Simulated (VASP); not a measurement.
# C (Fd-3m) in VASP: a series of runs, part 2 of 2

VASP 6.6.1. The steps go on from the part before.

### Step 4. Relaxation of cell and atoms, r2SCAN, target pressure 15 GPa, at which the enthalpy is minimised

Contents of POSCAR:

```
C
1.0
    1.7801407966      1.7801407966      0.0000000000
   -1.7801407966      1.7801407966      0.0000000000
    0.0000000000      1.7801407966      1.7801407966
C
2
Direct
    0.5000000000      0.5000000000      0.0000000000
    0.7500000000      0.2500000000      0.5000000000
```

Contents of INCAR.step1:

```
ALGO = Normal
EDIFF = 1E-4
ENCUT = 600
GGA = PE
ISMEAR = 0
LASPH = T
LCHARG = F
LREAL = F
LWAVE = T
NELM = 80
PREC = Accurate
SIGMA = 0.01
```

Contents of INCAR.step2:

```
ALGO = Normal
EDIFF = 1E-6
EDIFFG = -0.002
ENCUT = 600
IBRION = 2
ISIF = 3
ISMEAR = 0
ISTART = 1
LASPH = T
LCHARG = F
LMIXTAU = T
LREAL = F
LWAVE = F
METAGGA = R2SCAN
NELM = 80
NSW = 100
PREC = Accurate
PSTRESS = 150.0
SIGMA = 0.01
```

Contents of KPOINTS:

```
k-points
0
Gamma
  12 12 12
```

Potentials or basis: VASP PAW PBE potentials, release 64 (C).

Started as:

```sh
> cat potpaw_PBE.64/C/POTCAR > POTCAR
> cp INCAR.step1 INCAR
> mpirun -np 1 vasp_std > vasp.out
> cp INCAR.step2 INCAR
> mpirun -np 1 vasp_std > vasp.out
```

OUTCAR:

```text
EDIFF = 1E-6
   EDIFFG = -0.002
   ENCUT = 600
   IBRION = 2
   ISIF = 3
   ISMEAR = 0
   ISTART = 1
   LASPH = T
   LREAL = F
   METAGGA = R2SCAN
   NELM = 80
   NSW = 100
   PREC = Accurate
   PSTRESS = 150.0

 ion  position               nearest neighbor table
   1  0.500  0.500  0.000-   2 1.54   2 1.54   2 1.54   2 1.54
   2  0.750  0.250  0.500-   1 1.54   1 1.54   1 1.54   1 1.54

  LATTYP: Found a face centered cubic cell.
 ALAT       =     3.5602815932

  Lattice vectors:

 A1 = (   0.0000000000,   1.7801407966,   1.7801407966)
 A2 = (   1.7801407966,   0.0000000000,   1.7801407966)
 A3 = (   1.7801407966,   1.7801407966,   0.0000000000)

Analysis of symmetry for initial positions (statically):
=====================================================================
 Subroutine PRICEL returns:
 Original cell was already a primitive cell.

[... 177 lines left out ...]
 cond. band min:      14.1461520384   @ k =  -0.3333   0.3333   0.0000
 fundamental gap:      4.3554831252
 Fermi energy:         9.9270128508

 k-point     1 :       0.0000    0.0000    0.0000
  band No.  band energies     occupation
      1     -12.9796      2.00000
      2       9.7907      2.00000
      3       9.7907      2.00000
      4       9.7907      2.00000
      5      15.6410      0.00000
      6      15.6410      0.00000
      7      15.6410      0.00000
      8      23.7385      0.00000
[... 366 lines left out ...]
--------------------------------------- Ionic step        4  -------------------------------------------

 number of electron       7.9999999 magnetization

 Free energy of the ion-electron system (eV)
  ---------------------------------------------------
  ext. energy  EPLUGINS =         0.00000000
  ---------------------------------------------------
  free energy    TOTEN  =       -19.64778603 eV

  energy without entropy =      -19.64778603  energy(sigma->0) =      -19.64778603

 E-fermi :  10.3271     XC(G=0): -14.4577

 val. band max:       10.2484914611   @ k =   0.0000   0.0000   0.0000
 cond. band min:      14.6772791839   @ k =  -0.3333   0.3333   0.0000
 fundamental gap:      4.4287877228
 Fermi energy:        10.3271498754

 k-point     1 :       0.0000    0.0000    0.0000
  band No.  band energies     occupation
      1     -12.9569      2.00000
      2      10.2485      2.00000
      3      10.2485      2.00000
      4      10.2485      2.00000
      5      16.1841      0.00000
      6      16.1841      0.00000
      7      16.1841      0.00000
      8      24.9496      0.00000
[... 286 lines left out ...]
  energy  without entropy=      -19.6477860305  energy(sigma->0) =      -19.64778603

  enthalpy is  TOTEN    =       -18.6237472051 eV   P V=        1.0240388253

 reached required accuracy - stopping structural energy minimisation
```

OUTCAR.step1:

```text
EDIFF = 1E-4
   ENCUT = 600
   GGA = PE
   ISMEAR = 0
   LASPH = T
[... 486 lines left out ...]
 -----------------------------------------------------------------------------------
      0.00000      1.78014      0.00000        -0.000000      0.000000      0.000000
      0.89007      2.67021      0.89007         0.000000      0.000000      0.000000
 -----------------------------------------------------------------------------------
    total drift:                                0.000000     -0.000000      0.000000

  FREE ENERGIE OF THE ION-ELECTRON SYSTEM (eV)
  ---------------------------------------------------
  free  energy   TOTEN  =       -18.1886278735 eV

  energy  without entropy=      -18.1886278735  energy(sigma->0) =      -18.18862787
```

It took 33 s on 1 thread of Intel Xeon 6975P-C (Granite Rapids), shared host; peak memory 0.11 GiB.

Results:

```
Free energy                                            : -19.6478 eV
Relaxed volume                                         : 5.47 Å³/atom
Relaxed cell                                           : a = 2.492 Å, b = 2.492 Å, c = 2.492 Å, α = 60.00°, β = 60.00°, γ = 90.00°
Space group after relaxing (to 0.05 Å)                 : Fd-3m (No. 227)
Energy change on relaxing (the enthalpy is what falls) : +8.1 meV/atom
Ionic steps                                            : 4
Pressure after relaxing                                : 15.0 GPa
Band gap on the k mesh                                 : 4.43 eV, indirect (least direct gap 5.94 eV)
```

Step by step:
| step | energy change (eV) | largest force (eV/Å) | pressure (GPa) | volume (Å³) |
| --- | --- | --- | --- | --- |
| 1 | 0.0000 | 0.0000 | 0.35 | 11.28 |
| 2 | 0.0963 | 0.0000 | 39.42 | 10.46 |
| 3 | 0.0156 | 0.0000 | 14.82 | 10.94 |
| 4 | 0.0162 | 0.0000 | 15.03 | 10.94 |

Final structure:
```
C
1.0
     1.76185    1.76185    0.00000
    -1.76185    1.76185    0.00000
     0.00000    1.76185    1.76185
C
2
Direct
  0.50000 0.50000 0.00000
  0.75000 0.25000 0.50000
```

Levels at points of the mesh, in eV from the valence-band top:
```
           k point  band 1  band 2  band 3  band 4  band 5  band 6  band 7  band 8
(0.00, 0.00, 0.00)  -23.21    0.00    0.00    0.00    5.94    5.94    5.94   14.70
(0.50, 0.00, 0.00)  -17.04  -14.47   -3.08   -3.08    9.03    9.03    9.65   17.05
(0.50, 0.50, 0.00)  -13.86  -13.86   -6.89   -6.89    5.08    5.08   18.46   18.46
```

Caveat: the cell is relaxed towards a set pressure, so the enthalpy falls and the energy may rise; the PAW data sets were made with another functional, which shifts forces and pressure a little. A k mesh can miss the band edges.

### Step 5. The runs side by side

```tsv
cell	gap on the mesh (eV)	pressure (GPa)
relaxed to 7 GPa	4.39	7.0
relaxed to 10 GPa	4.40	9.9
relaxed to 15 GPa	4.43	15.0
```

Alike in all rows: task relaxation of cell and atoms; level r2SCAN; potentials or basis VASP PAW PBE potentials, release 64 (C); no spin polarisation; k mesh 12 × 12 × 12; cutoff (eV) 600; smearing gaussian 0.01 eV.

Caveats: the cell is relaxed towards a set pressure, so the enthalpy falls and the energy may rise; the PAW data sets were made with another functional, which shifts forces and pressure a little.

Absolute energies hang on the potentials; compare differences alone.
